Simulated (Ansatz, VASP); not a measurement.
# H22SO10: VASP beside Ansatz

```
CELL_PARAMETERS angstrom
7.11379 0.00000 0.00000
0.00000 7.11379 0.00000
0.00000 0.00000 7.11379
ATOMIC_POSITIONS crystal
O 0.71739 0.19405 0.72601
O 0.22527 0.07811 0.40613
O 0.25720 0.65291 0.95570
O 0.02639 0.28002 0.93129
O 0.19457 0.56312 0.30898
O 0.54984 0.89650 0.43596
O 0.34674 0.20460 0.08493
O 0.56914 0.44756 0.96240
O 0.38166 0.97506 0.79819
O 0.90763 0.07413 0.22306
H 0.84757 0.20392 0.77738
H 0.72865 0.15516 0.59456
H 0.29242 0.13244 0.29191
H 0.09710 0.05530 0.34852
H 0.30250 0.78079 0.92046
H 0.22797 0.64216 0.09472
H 0.15891 0.25538 0.98586
H 0.01993 0.41729 0.92780
H 0.11194 0.61631 0.40971
H 0.18904 0.42673 0.32468
H 0.41638 0.93817 0.41736
H 0.54141 0.75943 0.43107
H 0.44794 0.30714 0.05045
H 0.37118 0.10459 0.98781
H 0.61038 0.37964 0.84666
H 0.46202 0.53482 0.93290
H 0.30573 0.02293 0.69237
H 0.51120 0.97745 0.74713
H 0.92299 0.15472 0.10831
H 0.78861 0.00491 0.21554
H 0.07592 0.69665 0.77700
H 0.04986 0.89914 0.58696
S 0.94827 0.74448 0.63661
```

Alike in both runs: functional LDA; k mesh 1 × 1 × 1; occupations fermi-dirac, width 0.02 eV; no spin polarisation.

Ansatz relaxed the structure, and its values are those at the end. VASP's run is a single point on that final structure, the one shown.

```csv
,VASP,Ansatz
version,VASP 6.6.1,Ansatz 0.2.0
potentials or method,"VASP PAW LDA potentials, release 64 (O_h, H_h, S), cutoff 1000 eV","scalar-relativistic, plane waves, PAW"
valence electrons in the cell,88,88
```

|  | VASP | Ansatz | Ansatz less VASP |
| --- | --- | --- | --- |
| rms of the force components (eV/Å) | 0.060 | 0.067 | +0.0067 |

LDA's correlation is that of Perdew and Zunger in VASP and of Perdew and Wang (1992) in Ansatz.
